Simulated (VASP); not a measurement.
Write the native input for VASP 6.6.1 that does the following.

| Property | Result |
| --- | --- |
| Task | single point |
| Functional | PBE |
| Potentials or basis | VASP PAW PBE potentials, release 64 (Ga_d, P) |
| Cutoff | 500 eV |
| k mesh | 6 × 6 × 6 |
| Occupations | gaussian, width 0.2 eV |
| Spin | no spin polarisation |
| Dipole correction | no |
| Further INCAR settings | ALGO = Normal; EDIFF = 1e-06; NBANDS = 16 |

The structure of GaP lies in POSCAR:

```
GaP
1.0
    0.0000000000      2.7451958420      2.7451958420
    2.7451958420      0.0000000000      2.7451958420
    2.7451958420      2.7451958420      0.0000000000
Ga P
1 1
Direct
    0.0000000000      0.0000000000      0.0000000000
    0.2500000000      0.2500000000      0.2500000000
```

These files were run (other wordings do the same):

INCAR

```
PREC = Accurate
ENCUT = 500
EDIFF = 1E-6
ISMEAR = 0
SIGMA = 0.2
LREAL = F
LASPH = T
NELM = 120
ALGO = Normal
ISIF = 2
LWAVE = F
LCHARG = T
GGA = PE
LELF = T
LVHAR = T
NBANDS = 16
GGA_COMPAT = F
```

KPOINTS

```
Automatic mesh
0
Gamma
  6 6 6
```

Potentials or basis: VASP PAW PBE potentials, release 64 (Ga_d, P).

Run with:

```sh
$ cat potpaw_PBE.64/Ga_d/POTCAR potpaw_PBE.64/P/POTCAR > POTCAR
$ mpirun -np 1 vasp_std > vasp.out
```

Results of the run:

```yaml
Pressure: 0.6 GPa
Band_gap_on_the_k_mesh: 1.60 eV, indirect (least direct gap 1.64 eV)
```

Run time: 24 s on 1 thread of AMD EPYC 7R13 (shared host), peak memory 0.12 GiB.
